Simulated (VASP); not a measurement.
# Hf3Be (I4/mmm) in VASP: notebook

Hf3Be is run at these levels: PBEsol, RPBE; tasks: single point.

Program: VASP 6.6.1. These are calculated values, not measurements. Logs are shortened: lines on timing, memory, paths and dates and some standing lists are left out, and cuts for length are marked.

## Step 1: The cell of the first run

It takes space group I4/mmm (No. 139, tetragonal). The conventional cell has a = 4.184 Å, b = 4.184 Å, c = 8.706 Å, α = 90.00°, β = 90.00°, γ = 90.00°. Within 3.9 Å of Hf (site symmetry 4/mmm) lie 4 Be at 2.96 Å and 8 Hf at 3.02 Å. Within 3.9 Å of Hf (site symmetry -4m2) lie 8 Hf at 2.96 to 3.02 Å and 4 Be at 3.02 Å. Within 3.9 Å of Be (site symmetry 4/mmm) lie 12 Hf at 2.96 to 3.02 Å.

## Step 2: Single point, PBEsol

Contents of INCAR:

```
SYSTEM = Hf3Be
ALGO = Normal
EDIFF = 1E-6
ENCUT = 520
GGA = PS
ISIF = 2
ISMEAR = -1
LASPH = .TRUE.
LCHARG = .FALSE.
LREAL = .FALSE.
LWAVE = .FALSE.
NBANDS = 24
NELM = 80
PREC = Accurate
SIGMA = 0.05
```

Contents of KPOINTS:

```
k-points
0
G
  5 5 5
  0 0 0
```

Contents of POSCAR:

```
Hf3Be
1.0
   -2.0920000000      2.0920000000      4.3530460000
    2.0920000000     -2.0920000000      4.3530460000
    2.0920000000      2.0920000000     -4.3530460000
Hf Be
3 1
Direct
    0.5000000000      0.5000000000      0.0000000000
    0.2500000000      0.7500000000      0.5000000000
    0.7500000000      0.2500000000      0.5000000000
    0.0000000000      0.0000000000      0.0000000000
```

Potentials or basis: VASP PAW PBE potentials, release 64 (Hf_pv, Be).

The run is started by

```bash
$ cat potpaw_PBE.64/Hf_pv/POTCAR potpaw_PBE.64/Be/POTCAR > POTCAR
$ mpirun -np 1 vasp_std > vasp.out
```

OUTCAR:

```text
SYSTEM = Hf3Be
   EDIFF = 1E-6
   ENCUT = 520
   GGA = PS
   ISIF = 2
   ISMEAR = -1
   LASPH = .TRUE.
   LREAL = .FALSE.
   NELM = 80
   PREC = Accurate

 ion  position               nearest neighbor table
   1  0.500  0.500  0.000-   4 2.96   4 2.96   4 2.96   4 2.96   2 3.02   2 3.02   3 3.02   3 3.02
                             3 3.02   2 3.02   3 3.02   2 3.02
   2  0.250  0.750  0.500-   3 2.96   3 2.96   3 2.96   3 2.96   4 3.02   4 3.02   1 3.02   1 3.02
                             4 3.02   1 3.02   4 3.02   1 3.02
   3  0.750  0.250  0.500-   2 2.96   2 2.96   2 2.96   2 2.96   1 3.02   1 3.02   4 3.02   4 3.02
                             4 3.02   1 3.02   4 3.02   1 3.02
   4  0.000  0.000  0.000-   1 2.96   1 2.96   1 2.96   1 2.96   3 3.02   3 3.02   2 3.02   2 3.02
                             3 3.02   2 3.02   3 3.02   2 3.02

  LATTYP: Found a body centered tetragonal cell.
 ALAT       =     4.1840000000
 C/A-ratio  =     2.0808059273

  Lattice vectors:

 A1 = (  -2.0920000000,   2.0920000000,   4.3530460000)
 A2 = (   2.0920000000,  -2.0920000000,   4.3530460000)
 A3 = (   2.0920000000,   2.0920000000,  -4.3530460000)

Analysis of symmetry for initial positions (statically):
=====================================================================
 Subroutine PRICEL returns:
 Original cell was already a primitive cell.

 Routine SETGRP: Setting up the symmetry group for a
 body centered tetragonal supercell.

 Subroutine GETGRP returns: Found 16 space group operations
 (whereof 16 operations were pure point group operations)
 out of a pool of 16 trial point group operations.

The static configuration has the point symmetry D_4h.

Analysis of symmetry for dynamics (positions and initial velocities):
=====================================================================
 Subroutine PRICEL returns:
 Original cell was already a primitive cell.

 Routine SETGRP: Setting up the symmetry group for a
 body centered tetragonal supercell.

 Subroutine GETGRP returns: Found 16 space group operations
 (whereof 16 operations were pure point group operations)
 out of a pool of 16 trial point group operations.

The dynamic configuration has the point symmetry D_4h.

 Subroutine INISYM returns: Found 16 space group operations
 (whereof 16 operations are pure point group operations),
 and found     1 'primitive' translations

----------------------------------------------------------------------------------------

                                     Primitive cell

  volume of cell :      76.2038

  direct lattice vectors                    reciprocal lattice vectors
    -2.092000000  2.092000000  4.353046000     0.000000000  0.239005736  0.114862099
     2.092000000 -2.092000000  4.353046000     0.239005736  0.000000000  0.114862099
     2.092000000  2.092000000 -4.353046000     0.239005736  0.239005736  0.000000000

  length of vectors
     5.263263007  5.263263007  5.263263007     0.265173610  0.265173610  0.338005154

  position of ions in fractional coordinates (direct lattice)
     0.500000000  0.500000000  0.000000000
     0.250000000  0.750000000  0.500000000
     0.750000000  0.250000000  0.500000000
     0.000000000  0.000000000  0.000000000

  ion indices of the primitive-cell ions
   primitive index   ion index
                 1           1
                 2           2
                 3           3
                 4           4

----------------------------------------------------------------------------------------

 KPOINTS: k-points

Automatic generation of k-mesh.
 Grid dimensions read from file:
 generate k-points for:    5    5    5

 Generating k-lattice:

  Cartesian coordinates                     Fractional coordinates (reciprocal lattice)
     0.000000000  0.047801147  0.022972420     0.200000000  0.000000000 -0.000000000
     0.047801147  0.000000000  0.022972420     0.000000000  0.200000000 -0.000000000
     0.047801147  0.047801147  0.000000000     0.000000000  0.000000000  0.200000000

  Length of vectors
     0.053034722  0.053034722  0.067601031

  Shift w.r.t. Gamma in fractional coordinates (k-lattice)
     0.000000000  0.000000000  0.000000000

 Subroutine IBZKPT returns following result:
 ===========================================

 Found     18 irreducible k-points:

 Following reciprocal coordinates:
            Coordinates               Weight
  0.000000  0.000000  0.000000      1.000000
  0.200000 -0.000000  0.000000      8.000000
  0.400000 -0.000000  0.000000      8.000000
  0.200000  0.200000  0.000000      8.000000
  0.400000  0.200000  0.000000     16.000000
 -0.400000  0.200000 -0.000000     16.000000
[... 10 lines left out ...]
 -0.400000  0.400000  0.400000      4.000000
 -0.400000 -0.400000  0.400000      2.000000
   k-points           NKPTS =     18   k-points in BZ     NKDIM =     18   number of bands    NBANDS=     24
   number of dos      NEDOS =    301   number of ions     NIONS =      4
   total plane-waves  NPLWV =  64000
   dimension x,y,z NGX =    40 NGY =   40 NGZ =   40
   dimension x,y,z NGXF=    80 NGYF=   80 NGZF=   80
   ions per type =               3   1
   NGX,Y,Z   is equivalent  to a cutoff of  12.63, 12.63, 12.63 a.u.
   NGXF,Y,Z  is equivalent  to a cutoff of  25.27, 25.27, 25.27 a.u.
 SYSTEM =  Hf3Be
   PREC   = accura    normal or accurate (medium, high low for compatibility)
   ISTART =      0    job   : 0-new  1-cont  2-samecut
   ICHARG =      2    charge: 1-file 2-atom 10-const
   ISPIN  =      1    spin polarized calculation?
   LNONCOLLINEAR =      F non collinear calculations
   LSORBIT =      F    spin-orbit coupling
   LASPH  =      T    aspherical Exc in radial PAW
   ENCUT  =  520.0 eV  38.22 Ry    6.18 a.u.   9.79  9.79  9.79*2*pi/ulx,y,z
   NELM   =     80;   NELMIN=  2; NELMDL= -5     # of ELM steps
   EDIFF  = 0.1E-05   stopping-criterion for ELM
   LREAL  =      F    real-space projection
   EDIFFG = 0.1E-04   stopping-criterion for IOM
   NSW    =      0    number of steps for IOM
   IBRION =     -1    ionic relax: 0-MD 1-quasi-New 2-CG
   NFREE  =      0    steps in history (QN), initial steepest desc. (CG)
   ISIF   =      2    stress and relaxation
   ISYM   =      2    0-nonsym 1-usesym 2-fastsym
   POTIM  = 0.5000    time-step for ionic-motion
   TEBEG  =    0.0;   TEEND  =   0.0 temperature during run
   PSTRESS=    0.0 pullay stress
   NELECT =      32.0000    total number of electrons
   NUPDOWN=      -1.0000    fix difference up-down
   EMIN   =  10.00;   EMAX   =-10.00  energy-range for DOS
   EFERMI =   0.00;   METHOD = LEGACY
   ISMEAR =    -1;   SIGMA  =   0.05  broadening in eV -4-tet -1-fermi 0-gaus
   EFERMI_NEDOS =   21; number of points for ismear=-14 and -15
   IALGO  =     38    algorithm
   IMIX   =      4    mixing-type and parameters
     AMIX     =   0.40;   BMIX     =  1.00
     AMIX_MAG =   1.60;   BMIX_MAG =  1.00
  volume/ion in A,a.u.               =      19.05       128.56
  Fermi-wavevector in a.u.,A,eV,Ry     =   1.225931  2.316673 20.448282  1.502906
  Thomas-Fermi vector in A             =   2.360950
   LORBIT       =      0    0 simple, 1 ext, 2 COOP (PROOUT), +10 PAW based schemes
   GGA     = PS    functional components
   LHFCALC =     F    Hartree Fock is set to
   AEXX    =    0.0000 exact exchange contribution
   IVDW    =     0    specifies the selected vdW correction
   LEPSILON=     F    determine dielectric tensor
   LRPA    =     F    only Hartree local field effects (RPA)
 non-spin polarized calculation
  energy-cutoff  :      520.00
  volume of cell :       76.20
 maximum number of plane-waves:      2062
   NGX = 19   NGY = 19   NGZ = 19

 number of electron      31.9999998 magnetization

 Free energy of the ion-electron system (eV)
  ---------------------------------------------------
  ext. energy  EPLUGINS =         0.00000000
  ---------------------------------------------------
  free energy    TOTEN  =       -35.16655505 eV

  energy without entropy =      -35.15121279  energy(sigma->0) =      -35.15888392

 E-fermi :   4.3912     XC(G=0): -11.2231

 val. band max:        4.3424959936   @ k =   0.4000   0.4000   0.0000
 cond. band min:       4.4037620881   @ k =  -0.2000   0.2000   0.2000
 fundamental gap:      0.0612660945
 Fermi energy:         4.3912067463

 k-point     1 :       0.0000    0.0000    0.0000
  band No.  band energies     occupation
      1     -26.1010      2.00000
      2     -25.9590      2.00000
      3     -25.9590      2.00000
      4     -25.7095      2.00000
      5     -25.7095      2.00000
      6     -25.5536      2.00000
[... 16 lines left out ...]
     23       9.1676      0.00000
     24       9.1676      0.00000

 k-point     2 :       0.2000   -0.0000    0.0000
  band No.  band energies     occupation
      1     -26.0878      2.00000
      2     -25.9192      2.00000
      3     -25.9090      2.00000
      4     -25.7516      2.00000
      5     -25.6940      2.00000
      6     -25.4806      2.00000
[... 16 lines left out ...]
     23       8.6980      0.00000
     24       9.3432      0.00000

 k-point     3 :       0.4000   -0.0000    0.0000
  band No.  band energies     occupation
      1     -26.0173      2.00000
      2     -25.8960      2.00000
      3     -25.8484      2.00000
      4     -25.6647      2.00000
      5     -25.6390      2.00000
      6     -25.5729      2.00000
[... 16 lines left out ...]
     23       8.1821      0.00000
     24       8.1859      0.00000
[... 352 lines left out ...]
 k-point    17 :      -0.4000    0.4000    0.4000
  band No.  band energies     occupation
      1     -26.0455      2.00000
      2     -26.0411      2.00000
      3     -25.7775      2.00000
      4     -25.6949      2.00000
      5     -25.5468      2.00000
      6     -25.5074      2.00000
[... 16 lines left out ...]
     23       8.7649      0.00000
     24       9.3275      0.00000

 k-point    18 :      -0.4000   -0.4000    0.4000
  band No.  band energies     occupation
      1     -26.0869      2.00000
      2     -26.0869      2.00000
      3     -25.8276      2.00000
      4     -25.5403      2.00000
      5     -25.5329      2.00000
      6     -25.5329      2.00000
[... 16 lines left out ...]
     23       8.2645      0.00000
     24      10.8668      0.00000

------------------------ aborting loop because EDIFF is reached ----------------------------------------

  FORCE on cell =-STRESS in cart. coord.  units (eV):
  Direction    XX          YY          ZZ          XY          YZ          ZX
  --------------------------------------------------------------------------------------
  -------------------------------------------------------------------------------------
  Total       -2.2139836     -2.2139836     -1.8999458      0.0000000     -0.0000000      0.0000000
  in kB      -46.5487879    -46.5487879    -39.9461742      0.0000000     -0.0000000      0.0000000
  external PRESSURE =     -44.3479167 kB  Pullay stress =       0.0000000 kB

 VOLUME and BASIS-vectors are now :
 -----------------------------------------------------------------------------
  energy-cutoff  :      520.00
  volume of cell :       76.20
      direct lattice vectors                 reciprocal lattice vectors
    -2.092000000  2.092000000  4.353046000     0.000000000  0.239005736  0.114862099
     2.092000000 -2.092000000  4.353046000     0.239005736  0.000000000  0.114862099
     2.092000000  2.092000000 -4.353046000     0.239005736  0.239005736  0.000000000

 POSITION                                       TOTAL-FORCE (eV/Angst)
 -----------------------------------------------------------------------------------
      0.00000      0.00000      4.35305         0.000000      0.000000      0.000000
      2.09200      0.00000      2.17652         0.000000     -0.000000      0.000000
      0.00000      2.09200      2.17652        -0.000000      0.000000     -0.000000
      0.00000      0.00000      0.00000         0.000000      0.000000      0.000000
 -----------------------------------------------------------------------------------
    total drift:                                0.000000     -0.000000      0.000000

  FREE ENERGIE OF THE ION-ELECTRON SYSTEM (eV)
  ---------------------------------------------------
  free  energy   TOTEN  =       -35.1665550549 eV

  energy  without entropy=      -35.1512127936  energy(sigma->0) =      -35.15888392
```

It took 2 min on 1 thread of AMD EPYC 7R13, shared host; peak memory 0.21 GiB.

What came out:

```yaml
Free_energy: -35.1666 eV
Pressure: -4.4 GPa
Band_gap_on_the_k_mesh: zero (band 16 reaches 4.55 eV, above the bottom of band 17 at 4.34 eV)
```

Levels at points of the mesh, in eV from the Fermi level:
```
           k point  band 12  band 13  band 14  band 15  band 16  band 17  band 18  band 19  band 20  band 21
(0.00, 0.00, 0.00)    -2.45    -1.34    -0.90    -0.90     0.15     0.84     0.84     1.71     3.11     3.37
```

Caveat: the k points lie up to 0.42 Å⁻¹ apart; the PAW data sets were made with another functional, which shifts forces and pressure a little; spin-orbit coupling is left out, which moves the levels of the heavy elements.

## Step 3: Single point, RPBE

Contents of INCAR:

```
SYSTEM = Hf3Be
ALGO = Normal
EDIFF = 1E-6
ENCUT = 520
GGA = RP
ISIF = 2
ISMEAR = -1
LASPH = .True.
LCHARG = .True.
LELF = .True.
LREAL = .False.
LVHAR = .True.
LWAVE = .False.
NBANDS = 24
NELM = 60
PREC = Accurate
SIGMA = 0.05
```

Contents of KPOINTS:

```
k-points
0
Gamma
  5 5 5
  0 0 0
```

POSCAR is that of step 2.

Potentials or basis: VASP PAW PBE potentials, release 64 (Hf_pv, Be).

The run is started by

```bash
$ cat potpaw_PBE.64/Hf_pv/POTCAR potpaw_PBE.64/Be/POTCAR > POTCAR
$ mpirun -np 1 vasp_std > vasp.out
```

It took 2 min on 1 thread of AMD EPYC 7R13, shared host; peak memory 0.21 GiB.

Results (log left out):

| Property | Result |
| --- | --- |
| Free energy | -31.5896 eV |
| Pressure | 2.3 GPa |
| Band gap on the k mesh | zero (band 16 reaches 4.81 eV, above the bottom of band 17 at 4.59 eV) |

Stress tensor (GPa, compression positive):
```
2.04 0.00 0.00
0.00 2.04 0.00
0.00 0.00 2.85
```

Levels at points of the mesh, in eV from the Fermi level:
```csv
k point,band 12,band 13,band 14,band 15,band 16,band 17,band 18,band 19,band 20,band 21
"(0.00, 0.00, 0.00)",-2.46,-1.33,-0.92,-0.92,0.17,0.84,0.84,1.66,3.11,3.43
```

Caveat: the k points lie up to 0.42 Å⁻¹ apart; the PAW data sets were made with another functional, which shifts forces and pressure a little; spin-orbit coupling is left out, which moves the levels of the heavy elements.
